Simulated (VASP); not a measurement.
# Nd2Y2Cl (I4/mmm) in VASP: single point with PBE

Aim: the single point of Nd2Y2Cl with PBE.

Program: VASP 6.6.1. These are calculated values, not measurements. Logs are shortened: lines on timing, memory, paths and dates and some standing lists are left out, and cuts for length are marked.

**1. The cell of the first run**

The structure is tetragonal, space group I4/mmm (No. 139). Conventional cell: a = 5.325 Å, b = 5.325 Å, c = 13.505 Å, α = 90.00°, β = 90.00°, γ = 90.00°. Within 3.5 Å of Nd (site symmetry mmm) lie 2 Cl at 2.66 Å and 2 Y at 3.38 Å. Within 4.4 Å of Y (site symmetry -4m2) lie 2 Nd at 3.38 Å and 4 Y at 3.77 Å and 4 Cl at 4.30 Å. Within 3.5 Å of Cl (site symmetry 4/mmm) lie 4 Nd at 2.66 Å.

The cell was generated, and may not be a known phase.

**2. Single point, PBE**

Contents of INCAR:

```
SYSTEM = Nd2Y2Cl
  ALGO = Normal
  EDIFF = 1E-6
  ENCUT = 500
  GGA = PE
  GGA_COMPAT = .False.
  ISIF = 2
  ISMEAR = 0
  LASPH = .True.
  LCHARG = .False.
  LMAXMIX = 6
  LREAL = .False.
  LWAVE = .False.
  NBANDS = 34
  NELM = 200
  PREC = Accurate
  SIGMA = 0.2
```

Contents of KPOINTS:

```
k-points
0
Gamma
  4 4 4
  0 0 0
```

Contents of POSCAR:

```
Nd2Y2Cl
1.0
   -2.6623694848      2.6623694848      6.7523894105
    2.6623694848     -2.6623694848      6.7523894105
    2.6623694848      2.6623694848     -6.7523894105
Nd Y Cl
2 2 1
Direct
    0.5000000000      0.0000000000      0.5000000000
    0.0000000000      0.5000000000      0.5000000000
    0.7500000000      0.2500000000      0.5000000000
    0.2500000000      0.7500000000      0.5000000000
    0.0000000000      0.0000000000      0.0000000000
```

Potentials or basis: VASP PAW PBE potentials, release 64 (Nd_3, Y_sv, Cl), 4f in core.

Run with:

```bash
> cat potpaw_PBE.64/Nd_3/POTCAR potpaw_PBE.64/Y_sv/POTCAR potpaw_PBE.64/Cl/POTCAR > POTCAR
> mpirun -np 1 vasp_std > vasp.out
```

OUTCAR:

```text
SYSTEM = Nd2Y2Cl
   EDIFF = 1E-6
   ENCUT = 500
   GGA = PE
   ISIF = 2
   ISMEAR = 0
   LASPH = .True.
   LREAL = .False.
   NELM = 200
   PREC = Accurate

 ion  position               nearest neighbor table
   1  0.500  0.000  0.500-   5 2.66   5 2.66   3 3.38   4 3.38   2 3.77   2 3.77   2 3.77   2 3.77

   2  0.000  0.500  0.500-   5 2.66   5 2.66   3 3.38   4 3.38   1 3.77   1 3.77   1 3.77   1 3.77

   3  0.750  0.250  0.500-   1 3.38   2 3.38   4 3.77   4 3.77   4 3.77   4 3.77
   4  0.250  0.750  0.500-   1 3.38   2 3.38   3 3.77   3 3.77   3 3.77   3 3.77
   5  0.000  0.000  0.000-   1 2.66   2 2.66   2 2.66   1 2.66

  LATTYP: Found a body centered tetragonal cell.
 ALAT       =     5.3247389696
 C/A-ratio  =     2.5362330244

  Lattice vectors:

 A1 = (  -2.6623694848,   2.6623694848,   6.7523894105)
 A2 = (   2.6623694848,  -2.6623694848,   6.7523894105)
 A3 = (   2.6623694848,   2.6623694848,  -6.7523894105)

Analysis of symmetry for initial positions (statically):
=====================================================================
 Subroutine PRICEL returns:
 Original cell was already a primitive cell.

 Routine SETGRP: Setting up the symmetry group for a
 body centered tetragonal supercell.

 Subroutine GETGRP returns: Found 16 space group operations
 (whereof 16 operations were pure point group operations)
 out of a pool of 16 trial point group operations.

The static configuration has the point symmetry D_4h.

Analysis of symmetry for dynamics (positions and initial velocities):
=====================================================================
 Subroutine PRICEL returns:
 Original cell was already a primitive cell.

 Routine SETGRP: Setting up the symmetry group for a
 body centered tetragonal supercell.

 Subroutine GETGRP returns: Found 16 space group operations
 (whereof 16 operations were pure point group operations)
 out of a pool of 16 trial point group operations.

The dynamic configuration has the point symmetry D_4h.

 Subroutine INISYM returns: Found 16 space group operations
 (whereof 16 operations are pure point group operations),
 and found     1 'primitive' translations

----------------------------------------------------------------------------------------

                                     Primitive cell
[... 83 lines left out ...]
   ENCUT  =  500.0 eV  36.75 Ry    6.06 a.u.  14.10 14.10 14.10*2*pi/ulx,y,z
   NELM   =    200;   NELMIN=  2; NELMDL= -5     # of ELM steps
   EDIFF  = 0.1E-05   stopping-criterion for ELM
   LREAL  =      F    real-space projection
   EDIFFG = 0.1E-04   stopping-criterion for IOM
   NSW    =      0    number of steps for IOM
   IBRION =     -1    ionic relax: 0-MD 1-quasi-New 2-CG
   NFREE  =      0    steps in history (QN), initial steepest desc. (CG)
   ISIF   =      2    stress and relaxation
   ISYM   =      2    0-nonsym 1-usesym 2-fastsym
   POTIM  = 0.5000    time-step for ionic-motion
   TEBEG  =    0.0;   TEEND  =   0.0 temperature during run
   PSTRESS=    0.0 pullay stress
   NELECT =      51.0000    total number of electrons
   NUPDOWN=      -1.0000    fix difference up-down
   EMIN   =  10.00;   EMAX   =-10.00  energy-range for DOS
   EFERMI =   0.00;   METHOD = LEGACY
   ISMEAR =     0;   SIGMA  =   0.20  broadening in eV -4-tet -1-fermi 0-gaus
   EFERMI_NEDOS =   21; number of points for ismear=-14 and -15
   IALGO  =     38    algorithm
   IMIX   =      4    mixing-type and parameters
     AMIX     =   0.40;   BMIX     =  1.00
     AMIX_MAG =   1.60;   BMIX_MAG =  1.00
  volume/ion in A,a.u.               =      38.29       258.39
  Fermi-wavevector in a.u.,A,eV,Ry     =   1.053368  1.990577 15.096813  1.109584
  Thomas-Fermi vector in A             =   2.188487
   LORBIT       =      0    0 simple, 1 ext, 2 COOP (PROOUT), +10 PAW based schemes
   GGA     = PE    functional components
   LHFCALC =     F    Hartree Fock is set to
   AEXX    =    0.0000 exact exchange contribution
   IVDW    =     0    specifies the selected vdW correction
   LEPSILON=     F    determine dielectric tensor
   LRPA    =     F    only Hartree local field effects (RPA)
 non-spin polarized calculation
 Gauss-broadening in eV      SIGMA  =   0.20
  energy-cutoff  :      500.00
  volume of cell :      191.45
 maximum number of plane-waves:      4873
   NGX = 29   NGY = 29   NGZ = 29

 number of electron      51.0000000 magnetization

 Free energy of the ion-electron system (eV)
  ---------------------------------------------------
  ext. energy  EPLUGINS =         0.00000000
  ---------------------------------------------------
  free energy    TOTEN  =       -22.98595247 eV

  energy without entropy =      -22.80181914  energy(sigma->0) =      -22.89388580

 E-fermi :   2.5474     XC(G=0):  -8.6425

 val. band max:        2.5298309770   @ k =   0.5000  -0.0000   0.0000
 cond. band min:       2.5533673589   @ k =   0.5000   0.5000   0.2500
 fundamental gap:      0.0235363819
 Fermi energy:         2.5473805527

 k-point     1 :       0.0000    0.0000    0.0000
  band No.  band energies     occupation
      1     -41.0006      2.00000
      2     -40.9790      2.00000
      3     -35.7571      2.00000
      4     -35.6884      2.00000
      5     -21.0296      2.00000
      6     -21.0296      2.00000
[... 470 lines left out ...]
     33       4.9404      0.00000
     34       5.0579      0.00000

------------------------ aborting loop because EDIFF is reached ----------------------------------------

  FORCE on cell =-STRESS in cart. coord.  units (eV):
  Direction    XX          YY          ZZ          XY          YZ          ZX
  --------------------------------------------------------------------------------------
  -------------------------------------------------------------------------------------
  Total       -0.0714777     -0.0714777      0.2911699      0.0000000      0.0000000     -0.0000000
  in kB       -0.5981736     -0.5981736      2.4367047      0.0000000      0.0000000     -0.0000000
  external PRESSURE =       0.4134525 kB  Pullay stress =       0.0000000 kB

 VOLUME and BASIS-vectors are now :
 -----------------------------------------------------------------------------
  energy-cutoff  :      500.00
  volume of cell :      191.45
      direct lattice vectors                 reciprocal lattice vectors
    -2.662369485  2.662369485  6.752389411     0.000000000  0.187802633  0.074047862
     2.662369485 -2.662369485  6.752389411     0.187802633  0.000000000  0.074047862
     2.662369485  2.662369485 -6.752389411     0.187802633  0.187802633  0.000000000

 POSITION                                       TOTAL-FORCE (eV/Angst)
 -----------------------------------------------------------------------------------
      0.00000      2.66237      0.00000         0.000000     -0.000000     -0.000000
      2.66237      0.00000      0.00000         0.000000     -0.000000     -0.000000
      0.00000      2.66237      3.37619        -0.000000      0.000000     -0.000000
      2.66237      0.00000      3.37619         0.000000      0.000000      0.000000
      0.00000      0.00000      0.00000         0.000000     -0.000000     -0.000000
 -----------------------------------------------------------------------------------
    total drift:                               -0.000000     -0.000000      0.000000

  FREE ENERGIE OF THE ION-ELECTRON SYSTEM (eV)
  ---------------------------------------------------
  free  energy   TOTEN  =       -22.9859524666 eV

  energy  without entropy=      -22.8018191377  energy(sigma->0) =      -22.89388580
```

OSZICAR:

```text
N       E                     dE             d eps       ncg     rms          rms(c)
DAV:   1     0.369659598845E+03    0.36966E+03   -0.22985E+04   884   0.130E+03
DAV:   2     0.869341215614E+01   -0.36097E+03   -0.35117E+03  1012   0.341E+02
DAV:   3    -0.221490150112E+02   -0.30842E+02   -0.30078E+02  1346   0.702E+01
DAV:   4    -0.253978690866E+02   -0.32489E+01   -0.32218E+01  1430   0.207E+01
DAV:   5    -0.254904271758E+02   -0.92558E-01   -0.92432E-01  1286   0.338E+00    0.170E+01
DAV:   6    -0.237053729885E+02    0.17851E+01   -0.25736E+01  1174   0.998E+00    0.195E+01
DAV:   7    -0.230197280057E+02    0.68564E+00   -0.45409E+00  1266   0.435E+00    0.128E+01
DAV:   8    -0.230284402658E+02   -0.87123E-02   -0.80983E-01  1078   0.458E+00    0.149E+00
DAV:   9    -0.229854148843E+02    0.43025E-01   -0.29253E-01  1252   0.161E+00    0.485E-01
DAV:  10    -0.229856337417E+02   -0.21886E-03   -0.14248E-02  1168   0.483E-01    0.307E-01
DAV:  11    -0.229859403316E+02   -0.30659E-03   -0.12594E-03  1196   0.177E-01    0.861E-02
DAV:  12    -0.229859526370E+02   -0.12305E-04   -0.27490E-04  1408   0.770E-02    0.249E-02
DAV:  13    -0.229859533298E+02   -0.69281E-06   -0.23052E-05  1224   0.195E-02    0.122E-02
DAV:  14    -0.229859524666E+02    0.86321E-06   -0.45962E-06  1016   0.561E-03
   1 F= -.22985952E+02 E0= -.22893886E+02  d E =-.184133E+00
```

stdout:

```text
POSCAR found type information on POSCAR NdY Cl
 POSCAR found :  3 types and       5 ions
 scaLAPACK will be used
 LDA part: xc-table for (Slater+PW92), standard interpolation
 POSCAR, INCAR and KPOINTS ok, starting setup
 FFT: planning ... GRIDC
 FFT: planning ... GRID_SOFT
 FFT: planning ... GRID
 WAVECAR not read
 entering main loop
```

Wall time 3.8 min (1 thread of Intel Xeon 6975P-C (Granite Rapids), shared host); peak memory 0.47 GiB.

Results:

```yaml
Free_energy: -22.9860 eV
Pressure: 0.0 GPa
Band_gap_on_the_k_mesh: zero (an odd number of electrons rules out a gap without spin polarisation)
```

Caveat: spin-orbit coupling is left out, which moves the levels of the heavy elements; the 4f electrons are frozen in the core, so they carry no moment and show no levels; the run has no spin polarisation, though such a crystal can be magnetic.

The gap in the log of VASP goes by the Fermi energy; the results here count the filled bands.